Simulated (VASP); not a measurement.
# Ru (P6_3/mmc) in VASP: a series of runs

Ru is run at these levels: PBEsol; tasks: single point, relaxation of cell and atoms.

Program: VASP 6.6.1. These are calculated values, not measurements. Logs are shortened: lines on timing, memory, paths and dates and some standing lists are left out, and cuts for length are marked.

### Step 1. The cell of the first run

It takes space group P6_3/mmc (No. 194, hexagonal). Conventional cell: a = 2.698 Å, b = 2.698 Å, c = 4.230 Å, α = 90.00°, β = 90.00°, γ = 120.00°. Within 3.5 Å of Ru (site symmetry -6m2) lie 12 Ru at 2.63 to 2.70 Å.

### Step 2. Single point, PBEsol

Input file INCAR:

```
ALGO = Normal
EDIFF = 1E-6
ENCUT = 520
GGA = PS
ISIF = 2
ISMEAR = -1
LASPH = T
LCHARG = F
LREAL = F
LWAVE = F
NBANDS = 21
NELM = 60
PREC = Accurate
SIGMA = 0.05
```

Input file KPOINTS:

```
k-points
0
Gamma
  10 10 6
```

Input file POSCAR:

```
Ru
1.0
    2.6977311496      0.0000000000      0.0000000000
   -1.3488655748      2.3363037082      0.0000000000
    0.0000000000      0.0000000000      4.2297191408
Ru
2
Direct
    0.3333333333      0.6666666667      0.2500000000
    0.6666666667      0.3333333333      0.7500000000
```

Potentials or basis: VASP PAW PBE potentials, release 64 (Ru_pv).

Run with:

```bash
$ cat potpaw_PBE.64/Ru_pv/POTCAR > POTCAR
$ mpirun -np 1 vasp_std > vasp.out
```

OUTCAR:

```text
EDIFF = 1E-6
   ENCUT = 520
   GGA = PS
   ISIF = 2
   ISMEAR = -1
   LASPH = T
   LREAL = F
   NELM = 60
   PREC = Accurate

 ion  position               nearest neighbor table
   1  0.333  0.667  0.250-   2 2.63   2 2.63   2 2.63   2 2.63   2 2.63   2 2.63
   2  0.667  0.333  0.750-   1 2.63   1 2.63   1 2.63   1 2.63   1 2.63   1 2.63

  LATTYP: Found a hexagonal cell.
 ALAT       =     2.6977311496
 C/A-ratio  =     1.5678801579

  Lattice vectors:

 A1 = (   2.6977311496,   0.0000000000,   0.0000000000)
 A2 = (  -1.3488655748,   2.3363037082,   0.0000000000)
 A3 = (   0.0000000000,   0.0000000000,   4.2297191408)

Analysis of symmetry for initial positions (statically):
=====================================================================
 Subroutine PRICEL returns:
 Original cell was already a primitive cell.

 Routine SETGRP: Setting up the symmetry group for a
 hexagonal supercell.

 Subroutine GETGRP returns: Found 24 space group operations
 (whereof 12 operations were pure point group operations)
 out of a pool of 24 trial point group operations.

The static configuration has the point symmetry D_3d.
 The point group associated with its full space group is D_6h.

Analysis of symmetry for dynamics (positions and initial velocities):
=====================================================================
 Subroutine PRICEL returns:
 Original cell was already a primitive cell.

 Routine SETGRP: Setting up the symmetry group for a
 hexagonal supercell.

 Subroutine GETGRP returns: Found 24 space group operations
 (whereof 12 operations were pure point group operations)
 out of a pool of 24 trial point group operations.

The dynamic configuration has the point symmetry D_3d.
 The point group associated with its full space group is D_6h.

 Subroutine INISYM returns: Found 24 space group operations
 (whereof 12 operations are pure point group operations),
 and found     1 'primitive' translations

----------------------------------------------------------------------------------------

                                     Primitive cell

  volume of cell :      26.6587

  direct lattice vectors                    reciprocal lattice vectors
     2.697731150  0.000000000  0.000000000     0.370681860  0.214013272  0.000000000
    -1.348865575  2.336303708  0.000000000     0.000000000  0.428026543  0.000000000
     0.000000000  0.000000000  4.229719141     0.000000000  0.000000000  0.236422317

  length of vectors
     2.697731150  2.697731150  4.229719141     0.428026543  0.428026543  0.236422317

  position of ions in fractional coordinates (direct lattice)
     0.333333333  0.666666667  0.250000000
     0.666666667  0.333333333  0.750000000

  ion indices of the primitive-cell ions
   primitive index   ion index
                 1           1
                 2           2

----------------------------------------------------------------------------------------

 KPOINTS: k-points

Automatic generation of k-mesh.
 Grid dimensions read from file:
 generate k-points for:   10   10    6

 Generating k-lattice:

  Cartesian coordinates                     Fractional coordinates (reciprocal lattice)
     0.037068186  0.021401327  0.000000000     0.100000000  0.000000000  0.000000000
     0.000000000  0.042802654  0.000000000     0.000000000  0.100000000  0.000000000
     0.000000000  0.000000000  0.039403720     0.000000000  0.000000000  0.166666667

  Length of vectors
     0.042802654  0.042802654  0.039403720

  Shift w.r.t. Gamma in fractional coordinates (k-lattice)
     0.000000000  0.000000000  0.000000000

 Subroutine IBZKPT returns following result:
 ===========================================

 Found     56 irreducible k-points:

 Following reciprocal coordinates:
            Coordinates               Weight
  0.000000  0.000000  0.000000      1.000000
  0.100000  0.000000  0.000000      6.000000
  0.200000  0.000000  0.000000      6.000000
  0.300000 -0.000000  0.000000      6.000000
  0.400000  0.000000  0.000000      6.000000
  0.500000 -0.000000  0.000000      3.000000
[... 16 lines left out ...]
  0.300000  0.100000  0.166667     24.000000
  0.400000  0.100000  0.166667     24.000000
 [... further k-points ...]
   k-points           NKPTS =     56   k-points in BZ     NKDIM =     56   number of bands    NBANDS=     21
   number of dos      NEDOS =    301   number of ions     NIONS =      2
   total plane-waves  NPLWV =  12800
   dimension x,y,z NGX =    20 NGY =   20 NGZ =   32
   dimension x,y,z NGXF=    40 NGYF=   40 NGZF=   64
   ions per type =               2
   NGX,Y,Z   is equivalent  to a cutoff of  12.32, 12.32, 12.58 a.u.
   NGXF,Y,Z  is equivalent  to a cutoff of  24.65, 24.65, 25.15 a.u.
 SYSTEM =  unknown system
   PREC   = accura    normal or accurate (medium, high low for compatibility)
   ISTART =      0    job   : 0-new  1-cont  2-samecut
   ICHARG =      2    charge: 1-file 2-atom 10-const
   ISPIN  =      1    spin polarized calculation?
   LNONCOLLINEAR =      F non collinear calculations
   LSORBIT =      F    spin-orbit coupling
   LASPH  =      T    aspherical Exc in radial PAW
   ENCUT  =  520.0 eV  38.22 Ry    6.18 a.u.   5.02  5.02  7.86*2*pi/ulx,y,z
   NELM   =     60;   NELMIN=  2; NELMDL= -5     # of ELM steps
   EDIFF  = 0.1E-05   stopping-criterion for ELM
   LREAL  =      F    real-space projection
   EDIFFG = 0.1E-04   stopping-criterion for IOM
   NSW    =      0    number of steps for IOM
   IBRION =     -1    ionic relax: 0-MD 1-quasi-New 2-CG
   NFREE  =      0    steps in history (QN), initial steepest desc. (CG)
   ISIF   =      2    stress and relaxation
   ISYM   =      2    0-nonsym 1-usesym 2-fastsym
   POTIM  = 0.5000    time-step for ionic-motion
   TEBEG  =    0.0;   TEEND  =   0.0 temperature during run
   PSTRESS=    0.0 pullay stress
   NELECT =      28.0000    total number of electrons
   NUPDOWN=      -1.0000    fix difference up-down
   EMIN   =  10.00;   EMAX   =-10.00  energy-range for DOS
   EFERMI =   0.00;   METHOD = LEGACY
   ISMEAR =    -1;   SIGMA  =   0.05  broadening in eV -4-tet -1-fermi 0-gaus
   EFERMI_NEDOS =   21; number of points for ismear=-14 and -15
   IALGO  =     38    algorithm
   IMIX   =      4    mixing-type and parameters
     AMIX     =   0.40;   BMIX     =  1.00
     AMIX_MAG =   1.60;   BMIX_MAG =  1.00
  volume/ion in A,a.u.               =      13.33        89.95
  Fermi-wavevector in a.u.,A,eV,Ry     =   1.664106  3.144705 37.677921  2.769249
  Thomas-Fermi vector in A             =   2.750707
   LORBIT       =      0    0 simple, 1 ext, 2 COOP (PROOUT), +10 PAW based schemes
   GGA     = PS    functional components
   LHFCALC =     F    Hartree Fock is set to
   AEXX    =    0.0000 exact exchange contribution
   IVDW    =     0    specifies the selected vdW correction
   LEPSILON=     F    determine dielectric tensor
   LRPA    =     F    only Hartree local field effects (RPA)
 non-spin polarized calculation
  energy-cutoff  :      520.00
  volume of cell :       26.66
 maximum number of plane-waves:       732
 NGX is ok and might be reduce to    20
   NGX =  9   NGY =  9   NGZ = 15

 number of electron      27.9999996 magnetization

 Free energy of the ion-electron system (eV)
  ---------------------------------------------------
  ext. energy  EPLUGINS =         0.00000000
  ---------------------------------------------------
  free energy    TOTEN  =       -20.33052878 eV

  energy without entropy =      -20.31611537  energy(sigma->0) =      -20.32332208

 E-fermi :  13.0587     XC(G=0): -14.3951

 val. band max:       13.0542790114   @ k =   0.1000   0.1000   0.3333
 cond. band min:      13.0954337930   @ k =   0.3000   0.1000   0.1667
 fundamental gap:      0.0411547817
 Fermi energy:        13.0586968982

 k-point     1 :       0.0000    0.0000    0.0000
  band No.  band energies     occupation
      1     -30.6560      2.00000
      2     -29.6548      2.00000
      3     -29.6548      2.00000
      4     -29.4648      2.00000
      5     -29.4648      2.00000
      6     -29.4110      2.00000
[... 13 lines left out ...]
     20      23.2900      0.00000
     21      23.6969      0.00000

 k-point     2 :       0.1000    0.0000    0.0000
  band No.  band energies     occupation
      1     -30.6198      2.00000
      2     -29.7290      2.00000
      3     -29.6802      2.00000
      4     -29.5423      2.00000
      5     -29.4746      2.00000
      6     -29.4288      2.00000
[... 13 lines left out ...]
     20      23.2899      0.00000
     21      23.6431      0.00000

 k-point     3 :       0.2000    0.0000    0.0000
  band No.  band energies     occupation
      1     -30.5181      2.00000
      2     -29.9235      2.00000
      3     -29.7439      2.00000
      4     -29.7393      2.00000
      5     -29.5025      2.00000
      6     -29.4821      2.00000
[... 13 lines left out ...]
     20      23.2897      0.00000
     21      23.4776      0.00000

 k-point     4 :       0.3000   -0.0000    0.0000
  band No.  band energies     occupation
      1     -30.3714      2.00000
      2     -30.1640      2.00000
      3     -29.9719      2.00000
      4     -29.8188      2.00000
      5     -29.5685      2.00000
      6     -29.5401      2.00000
[... 13 lines left out ...]
     20      23.2891      0.00000
     21      23.3370      0.00000

 k-point     5 :       0.4000    0.0000    0.0000
  band No.  band energies     occupation
      1     -30.3579      2.00000
      2     -30.2177      2.00000
      3     -30.1523      2.00000
      4     -29.8770      2.00000
      5     -29.6732      2.00000
      6     -29.5720      2.00000
[... 13 lines left out ...]
     20      23.2888      0.00000
     21      23.9234      0.00000

 k-point     6 :       0.5000   -0.0000    0.0000
  band No.  band energies     occupation
      1     -30.4317      2.00000
      2     -30.2197      2.00000
      3     -30.1379      2.00000
      4     -29.8989      2.00000
      5     -29.7341      2.00000
      6     -29.5845      2.00000
[... 13 lines left out ...]
     20      23.2869      0.00000
     21      24.2379      0.00000

 k-point     7 :       0.1000    0.1000    0.0000
  band No.  band energies     occupation
      1     -30.5508      2.00000
      2     -29.8447      2.00000
      3     -29.7700      2.00000
      4     -29.6401      2.00000
      5     -29.5065      2.00000
      6     -29.4644      2.00000
[... 13 lines left out ...]
     20      23.2898      0.00000
     21      23.5345      0.00000
[... 291 lines left out ...]
      1     -30.4959      2.00000
      2     -30.2936      2.00000
      3     -30.0301      2.00000
      4     -29.8782      2.00000
      5     -29.6989      2.00000
      6     -29.6060      2.00000
[... 13 lines left out ...]
     20      23.2846      0.00000
     21      24.0444      0.00000

 k-point    21 :       0.1000    0.1000    0.1667
  band No.  band energies     occupation
      1     -30.4942      2.00000
      2     -29.8198      2.00000
      3     -29.7786      2.00000
      4     -29.6793      2.00000
      5     -29.5219      2.00000
      6     -29.4883      2.00000
[... 13 lines left out ...]
     20      23.2897      0.00000
     21      24.9651      0.00000

 k-point    22 :       0.2000    0.1000    0.1667
  band No.  band energies     occupation
      1     -30.4121      2.00000
      2     -30.0104      2.00000
      3     -29.9503      2.00000
      4     -29.7732      2.00000
      5     -29.5778      2.00000
      6     -29.5343      2.00000
[... 13 lines left out ...]
     20      23.2895      0.00000
     21      25.1138      0.00000

 k-point    23 :       0.3000    0.1000    0.1667
  band No.  band energies     occupation
      1     -30.3877      2.00000
      2     -30.1831      2.00000
      3     -30.0548      2.00000
      4     -29.8611      2.00000
      5     -29.6429      2.00000
      6     -29.5949      2.00000
[... 13 lines left out ...]
     20      23.2890      0.00000
     21      24.4835      0.00000

 k-point    24 :       0.4000    0.1000    0.1667
  band No.  band energies     occupation
      1     -30.4567      2.00000
      2     -30.2644      2.00000
      3     -30.0448      2.00000
      4     -29.8954      2.00000
      5     -29.7129      2.00000
      6     -29.6340      2.00000
[... 13 lines left out ...]
     20      23.2870      0.00000
     21      23.8482      0.00000

 [... further k-points ...]
[... 5 lines left out ...]
  --------------------------------------------------------------------------------------
  -------------------------------------------------------------------------------------
  Total       -0.0066123     -0.0066123     -0.0059851      0.0000000     -0.0000000     -0.0000000
  in kB       -0.3973954     -0.3973954     -0.3597018      0.0000000     -0.0000000     -0.0000000
  external PRESSURE =      -0.3848309 kB  Pullay stress =       0.0000000 kB

 VOLUME and BASIS-vectors are now :
 -----------------------------------------------------------------------------
  energy-cutoff  :      520.00
  volume of cell :       26.66
      direct lattice vectors                 reciprocal lattice vectors
     2.697731150  0.000000000  0.000000000     0.370681860  0.214013272  0.000000000
    -1.348865575  2.336303708  0.000000000     0.000000000  0.428026543  0.000000000
     0.000000000  0.000000000  4.229719141     0.000000000  0.000000000  0.236422317

 POSITION                                       TOTAL-FORCE (eV/Angst)
 -----------------------------------------------------------------------------------
     -0.00000      1.55754      1.05743        -0.000000      0.000000      0.000000
      1.34887      0.77877      3.17229         0.000000     -0.000000      0.000000
 -----------------------------------------------------------------------------------
    total drift:                                0.000000     -0.000000      0.000000

  FREE ENERGIE OF THE ION-ELECTRON SYSTEM (eV)
  ---------------------------------------------------
  free  energy   TOTEN  =       -20.3305287829 eV

  energy  without entropy=      -20.3161153726  energy(sigma->0) =      -20.32332208
```

Run time: 18 s. Hardware: 1 thread of AMD EPYC 7R43 (Zen 3), shared host; peak memory 0.11 GiB.

Results:

```
Free energy            : -20.3305 eV
Pressure               : 0.0 GPa
Band gap on the k mesh : zero (band 14 reaches 14.66 eV, above the bottom of band 15 at 11.35 eV)
```

Levels at points of the mesh, in eV from the Fermi level:
```tsv
k point	band 11	band 12	band 13	band 14	band 15	band 16	band 17	band 18
(0.00, 0.00, 0.00)	-2.43	-1.98	-1.98	-1.52	-1.52	1.20	1.20	1.35
(0.50, 0.00, 0.00)	-2.10	-1.91	-1.54	1.40	1.86	2.01	4.11	6.18
(0.00, 0.00, 0.50)	-2.91	-2.91	-2.77	-2.77	0.56	0.56	0.56	0.56
(0.50, 0.00, 0.50)	-1.15	-1.15	0.41	0.41	1.68	1.68	3.41	3.41
```

Caveat: the PAW data sets were made with another functional, which shifts forces and pressure a little.

### Step 3. Relaxation of cell and atoms, PBEsol

This run uses another cell than the first one, of 13.57 Å³/atom, 1.018 times its volume.

Input file INCAR:

```
PREC     = Accurate       # precision mode
ENCUT    = 600            # plane-wave cutoff, eV
EDIFF    = 1E-6           # SCF threshold, eV
ISMEAR   = -1             # smearing method
SIGMA    = 0.05           # smearing width, eV
LREAL    = False          # projectors in reciprocal space
LASPH    = True           # aspherical terms in the spheres
NELM     = 100            # most SCF steps
ALGO     = Normal         # electronic algorithm
ISIF     = 3              # what is computed and relaxed
LWAVE    = False          # write WAVECAR
LCHARG   = False          # write CHGCAR
GGA      = PS             # functional
IBRION   = 2              # ionic algorithm
NSW      = 80             # ionic steps
EDIFFG   = -0.01          # ionic threshold
```

Input file KPOINTS:

```
Automatic mesh
0
Gamma
  10 10 6
```

Input file POSCAR:

```
Ru
1.0
    2.7058000000      0.0000000000      0.0000000000
   -1.3529000000      2.3432920000      0.0000000000
    0.0000000000      0.0000000000      4.2819000000
Ru
2
Direct
    0.3333333333      0.6666666667      0.2500000000
    0.6666666667      0.3333333333      0.7500000000
```

Potentials or basis: VASP PAW PBE potentials, release 64 (Ru_pv).

Run with:

```bash
$ cat potpaw_PBE.64/Ru_pv/POTCAR > POTCAR
$ mpirun -np 1 vasp_std > vasp.out
```

Wall time 97 s (1 thread of AMD EPYC 7R43 (Zen 3), shared host); peak memory 0.14 GiB.

Results (log left out):

| Quantity | Value |
| --- | --- |
| Free energy | -20.3316 eV |
| Relaxed volume | 13.33 Å³/atom |
| Relaxed cell | a = 2.698 Å, b = 2.698 Å, c = 4.230 Å, α = 90.00°, β = 90.00°, γ = 120.00° |
| Space group after relaxing (to 0.05 Å) | P6_3/mmc (No. 194) |
| Energy gained by relaxing | 6.2 meV/atom |
| Ionic steps | 6 |
| Pressure after relaxing | 0.0 GPa |
| Band gap on the k mesh | zero (band 14 reaches 14.66 eV, above the bottom of band 15 at 11.36 eV) |

The path:
| step | energy change (eV) | largest force (eV/Å) | pressure (GPa) | volume (Å³) |
| --- | --- | --- | --- | --- |
| 1 | 0.0000 | 0.0000 | -6.26 | 27.15 |
| 2 | 0.1024 | 0.0000 | 24.31 | 25.11 |
| 3 | -0.0119 | 0.0000 | 0.15 | 26.64 |
| 4 | -0.0119 | 0.0000 | 0.36 | 26.62 |
| 5 | -0.0121 | 0.0000 | -0.24 | 26.68 |
| 6 | -0.0124 | 0.0000 | 0.00 | 26.65 |

Final structure:
```xyz
2
Lattice="2.6975 0.0000 0.0000 -1.3488 2.3361 0.0000 0.0000 0.0000 4.2297" Properties=species:S:1:pos:R:3 pbc="T T T"
Ru    0.0000    1.5574    1.0574
Ru    1.3488    0.7787    3.1723
```

Levels at points of the mesh, in eV from the Fermi level:
| k point | band 11 | band 12 | band 13 | band 14 | band 15 | band 16 | band 17 | band 18 |
| --- | --- | --- | --- | --- | --- | --- | --- | --- |
| (0.00, 0.00, 0.00) | -2.44 | -1.99 | -1.99 | -1.52 | -1.52 | 1.21 | 1.21 | 1.35 |
| (0.50, 0.00, 0.00) | -2.10 | -1.91 | -1.54 | 1.40 | 1.86 | 2.01 | 4.11 | 6.18 |
| (0.00, 0.00, 0.50) | -2.91 | -2.91 | -2.77 | -2.77 | 0.56 | 0.56 | 0.56 | 0.56 |
| (0.50, 0.00, 0.50) | -1.15 | -1.15 | 0.41 | 0.41 | 1.68 | 1.68 | 3.41 | 3.41 |

Caveat: the PAW data sets were made with another functional, which shifts forces and pressure a little.
